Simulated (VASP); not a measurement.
# MgH2Ir2 (I4/mmm) in VASP: a series of runs, part 2 of 2

VASP 6.6.1. The steps go on from the part before.

## Step 3: Relaxation of cell and atoms, PBE

Input file INCAR:

```
PREC = Accurate
ENCUT = 600
EDIFF = 1E-6
ISMEAR = 0
SIGMA = 0.1
LREAL = False
LASPH = True
NELM = 60
ALGO = Fast
ISIF = 3
LWAVE = False
LCHARG = False
GGA = PE
IBRION = 2
NSW = 100
EDIFFG = -0.01
```

Input file KPOINTS:

```
Automatic mesh
0
Gamma
  14 14 14
```

Input file POSCAR:

```
MgH2Ir2
1.0
   -1.8957618034      1.8957618034      4.2595148667
    1.8957618034     -1.8957618034      4.2595148667
    1.8957618034      1.8957618034     -4.2595148667
Mg H Ir
1 2 2
Direct
    0.0000000000      0.0000000000      0.0000000000
    0.7015255243      0.7015255243      0.0000000000
    0.2984744757      0.2984744757      0.0000000000
    0.2500000000      0.7500000000      0.5000000000
    0.7500000000      0.2500000000      0.5000000000
```

Potentials or basis: VASP PAW PBE potentials, release 64 (Mg, H, Ir).

Started as:

```sh
$ cat potpaw_PBE.64/Mg/POTCAR potpaw_PBE.64/H/POTCAR potpaw_PBE.64/Ir/POTCAR > POTCAR
$ mpirun -np 1 vasp_std > vasp.out
```

OUTCAR:

```text
PREC = Accurate
   ENCUT = 600
   EDIFF = 1E-6
   ISMEAR = 0
   LREAL = False
   LASPH = True
   NELM = 60
   ISIF = 3
   GGA = PE
   IBRION = 2
   NSW = 100
   EDIFFG = -0.01

 ion  position               nearest neighbor table
   1  0.000  0.000  0.000-   5 2.85   4 2.85   4 2.85   5 2.85   4 2.85   5 2.85   5 2.85   4 2.85

   2  0.702  0.702  0.000-   4 1.94   5 1.94   4 1.94   5 1.94
   3  0.298  0.298  0.000-   4 1.94   5 1.94   4 1.94   5 1.94
   4  0.250  0.750  0.500-   3 1.94   2 1.94   3 1.94   2 1.94   5 2.68   5 2.68   5 2.68   5 2.68
                             1 2.85   1 2.85   1 2.85   1 2.85
   5  0.750  0.250  0.500-   3 1.94   2 1.94   3 1.94   2 1.94   4 2.68   4 2.68   4 2.68   4 2.68
                             1 2.85   1 2.85   1 2.85   1 2.85

  LATTYP: Found a body centered tetragonal cell.
 ALAT       =     3.7915236068
 C/A-ratio  =     2.2468618468

  Lattice vectors:

 A1 = (  -1.8957618034,   1.8957618034,   4.2595148667)
 A2 = (   1.8957618034,  -1.8957618034,   4.2595148667)
 A3 = (   1.8957618034,   1.8957618034,  -4.2595148667)

Analysis of symmetry for initial positions (statically):
=====================================================================
 Subroutine PRICEL returns:
 Original cell was already a primitive cell.

 Routine SETGRP: Setting up the symmetry group for a
 body centered tetragonal supercell.

 Subroutine GETGRP returns: Found 16 space group operations
 (whereof 16 operations were pure point group operations)
 out of a pool of 16 trial point group operations.

The static configuration has the point symmetry D_4h.

Analysis of symmetry for dynamics (positions and initial velocities):
=====================================================================
 Subroutine PRICEL returns:
 Original cell was already a primitive cell.

 Routine SETGRP: Setting up the symmetry group for a
 body centered tetragonal supercell.

 Subroutine GETGRP returns: Found 16 space group operations
[... 165 lines left out ...]
  --------------------------------------------------------------------------------------
  -------------------------------------------------------------------------------------
  Total        0.2369442      0.2369442     -0.1547666      0.0000000     -0.0000000      0.0000000
  in kB        6.1996766      6.1996766     -4.0494888      0.0000000     -0.0000000      0.0000000
  external PRESSURE =       2.7832881 kB  Pullay stress =       0.0000000 kB
[... 98 lines left out ...]
  FREE ENERGIE OF THE ION-ELECTRON SYSTEM (eV)
  ---------------------------------------------------
  free  energy   TOTEN  =       -25.5903831437 eV

  energy  without entropy=      -25.5705698759  energy(sigma->0) =      -25.58047651

[... ionic steps 4 to 8 ...]

--------------------------------------- Ionic step        9  -------------------------------------------

 number of electron      22.0000001 magnetization

------------------------ aborting loop because EDIFF is reached ----------------------------------------
[... 73 lines left out ...]
--------------------------------------- Ionic step       11  -------------------------------------------

 number of electron      22.0000001 magnetization

 Free energy of the ion-electron system (eV)
  ---------------------------------------------------
  ext. energy  EPLUGINS =         0.00000000
  ---------------------------------------------------
  free energy    TOTEN  =       -25.59162270 eV

  energy without entropy =      -25.57176616  energy(sigma->0) =      -25.58169443

 E-fermi :   4.8321     XC(G=0): -10.9630

 val. band max:        4.8320526352   @ k =   0.2143   0.0714   0.0000
 cond. band min:       4.8329809274   @ k =  -0.1429   0.1429   0.0714
 fundamental gap:      0.0009282922
 Fermi energy:         4.8321149356

 k-point     1 :       0.0000    0.0000    0.0000
  band No.  band energies     occupation
      1      -5.6844      2.00000
      2      -3.7787      2.00000
      3      -0.1556      2.00000
      4       0.4598      2.00000
      5       1.6574      2.00000
      6       1.6574      2.00000
      7       4.5708      1.99978
      8       4.7213      1.88304
      9       4.7213      1.88304
     10       5.4198      0.00000
     11       5.6268      0.00000
     12       7.5475      0.00000
     13       9.5937      0.00000
     14       9.5937      0.00000
[... 401 lines left out ...]
      2      -2.8379      2.00000
      3       0.6747      2.00000
      4       0.9270      2.00000
      5       1.3812      2.00000
      6       2.5214      2.00000
      7       2.5801      2.00000
      8       3.1575      2.00000
      9       3.6600      2.00000
     10       4.2775      2.00000
     11       4.5260      1.99999
     12       5.8024      0.00000
     13       6.8731      0.00000
     14       9.5621      0.00000
     15      10.4478      0.00000

 [... further k-points ...]

------------------------ aborting loop because EDIFF is reached ----------------------------------------

  FORCE on cell =-STRESS in cart. coord.  units (eV):
  Direction    XX          YY          ZZ          XY          YZ          ZX
  --------------------------------------------------------------------------------------
  -------------------------------------------------------------------------------------
  Total       -0.0298088     -0.0298088     -0.0205745      0.0000000      0.0000000      0.0000000
  in kB       -0.7789868     -0.7789868     -0.5376698      0.0000000      0.0000000      0.0000000
  external PRESSURE =      -0.6985478 kB  Pullay stress =       0.0000000 kB
[... 20 lines left out ...]
  FREE ENERGIE OF THE ION-ELECTRON SYSTEM (eV)
  ---------------------------------------------------
  free  energy   TOTEN  =       -25.5916226995 eV

  energy  without entropy=      -25.5717661584  energy(sigma->0) =      -25.58169443

 reached required accuracy - stopping structural energy minimisation
```

Wall time 42 min (1 thread of Oxide Virtual Turin-like, shared host); peak memory 0.48 GiB.

Results:

| Item | Value |
| --- | --- |
| Free energy | -25.5916 eV |
| Relaxed volume | 12.26 Å³/atom |
| Relaxed cell | a = 5.022 Å, b = 5.022 Å, c = 5.022 Å, α = 135.51°, β = 135.51°, γ = 64.74° |
| Space group after relaxing (to 0.1 Å) | I4/mmm (No. 139) |
| Energy gained by relaxing | 0.4 meV/atom |
| Ionic steps | 11 |
| Pressure after relaxing | -0.1 GPa |
| Band gap on the k mesh | zero (bands 11 and 12 overlap by 3.13 eV) |

Forces in eV/Å, atoms in the order of the input:
```
Mg   0.000  0.000  0.000
H    0.000  0.000  0.003
H    0.000  0.000 -0.003
Ir   0.000  0.000  0.000
Ir   0.000  0.000  0.000
```

The path:
```
step  energy change (eV)  largest force (eV/Å)  pressure (GPa)  volume (Å³)
   1              0.0000                0.0289            0.28        61.23
   2             -0.0005                0.0410           -0.43        61.42
   3             -0.0005                0.0383           -0.30        61.38
   4             -0.0009                0.0340           -0.12        61.26
   5             -0.0011                0.0281            0.10        61.09
   6             -0.0011                0.0296            0.09        61.13
   7             -0.0011                0.0305            0.04        61.16
   8             -0.0011                0.0300            0.05        61.15
   9             -0.0012                0.0270            0.01        61.16
  10             -0.0015                0.0187            0.05        61.21
  11             -0.0018                0.0028           -0.07        61.31
```

Final structure:
```
Mg H Ir
1.0
    -1.90098    1.90098    4.24142
     1.90098   -1.90098    4.24142
     1.90098    1.90098   -4.24142
Mg H Ir
1 2 2
Direct
  0.00000 0.00000 0.00000
  0.70472 0.70472 0.00000
  0.29528 0.29528 0.00000
  0.25000 0.75000 0.50000
  0.75000 0.25000 0.50000
```

Levels at points of the mesh, in eV from the Fermi level:
| k point | band 7 | band 8 | band 9 | band 10 | band 11 | band 12 | band 13 | band 14 | band 15 |
| --- | --- | --- | --- | --- | --- | --- | --- | --- | --- |
| (0.00, 0.00, 0.00) | -0.26 | -0.11 | -0.11 | 0.59 | 0.79 | 2.72 | 4.76 | 4.76 | 4.79 |
| (0.50, 0.00, 0.00) | -2.10 | -1.90 | -1.74 | -1.74 | -1.70 | -1.69 | 3.29 | 3.68 | 6.90 |
| (0.50, 0.50, 0.00) | -2.54 | -1.73 | -1.73 | -1.02 | 0.24 | 0.31 | 1.27 | 4.00 | 4.80 |
| (0.50, 0.50, 0.50) | -2.02 | -1.20 | -0.18 | -0.18 | 0.80 | 2.71 | 3.37 | 3.37 | 6.60 |

Caveat: spin-orbit coupling is left out, which moves the levels of the heavy elements.
